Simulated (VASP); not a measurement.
A run of VASP 6.6.1:

File INCAR:

```
ALGO = Fast ; EDIFF = 1E-6
ENCUT = 520 ; GGA = PS
ISIF = 2 ; ISMEAR = 0
LASPH = True ; LCHARG = False
LREAL = False ; LWAVE = False
NBANDS = 38 ; NELM = 100
PREC = Accurate ; SIGMA = 0.1
```

The input KPOINTS:

```
k-points
0
Gamma
  12 12 8
```

File POSCAR:

```
Ga3Ni2
1.0
    4.1508098277      0.0000000000      0.0000000000
   -2.0754049139      3.5947067571      0.0000000000
    0.0000000000      0.0000000000      4.9758566064
Ga Ni
3 2
Direct
    0.0000000000      0.0000000000      0.0000000000
    0.3333333333      0.6666666667      0.6403434990
    0.6666666667      0.3333333333      0.3596565010
    0.3333333333      0.6666666667      0.1373591036
    0.6666666667      0.3333333333      0.8626408964
```

Potentials or basis: VASP PAW PBE potentials, release 64 (Ga_d, Ni).

Command:

```bash
$ cat potpaw_PBE.64/Ga_d/POTCAR potpaw_PBE.64/Ni/POTCAR > POTCAR
$ mpirun -np 1 vasp_std > vasp.out
```

Hardware: 1 thread of Intel(R) Xeon(R) Platinum 8488C (Sapphire Rapids), with other jobs on the host.

How long does it take, and how much memory?

It took 5.1 min on 1 thread of Intel(R) Xeon(R) Platinum 8488C (Sapphire Rapids), with other jobs on the host, peak memory 0.41 GiB. Counts: scf iterations 18, k points 131.
